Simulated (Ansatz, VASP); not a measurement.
# PbS: VASP beside Ansatz

```
Pb S
1.0
     0.00000    2.98809    2.98809
     2.98809    0.00000    2.98809
     2.98809    2.98809    0.00000
Pb S
1 1
Direct
  0.50000 0.50000 0.50000
  0.00000 0.00000 0.00000
```

Alike in both runs: task single point; functional PBEsol; k mesh 6 × 6 × 6; occupations gaussian, width 0.1 eV; no spin polarisation.

```csv
,VASP,Ansatz
version,VASP 6.6.1,Ansatz 0.2.0
potentials or method,"VASP PAW PBE potentials, release 64 (Pb_d, S), cutoff 500 eV","scalar-relativistic, plane waves, PAW"
valence electrons in the cell,20,20
```

|  | VASP | Ansatz | Ansatz less VASP |
| --- | --- | --- | --- |
| gap on the k mesh at the Fermi level (eV) | 0.34 | 0.34 | +0.002 |
| least direct gap on the mesh (eV) | 0.34 | 0.34 | +0.002 |
| pressure (GPa) | -2.1 | -2.1 | +0.06 |

VASP's potentials were made for PBE, not for PBEsol, and Ansatz warns of the same on its side. The functional is the same, so the differences come from potentials, cutoffs and numerics.

Neither program's run includes spin-orbit coupling.
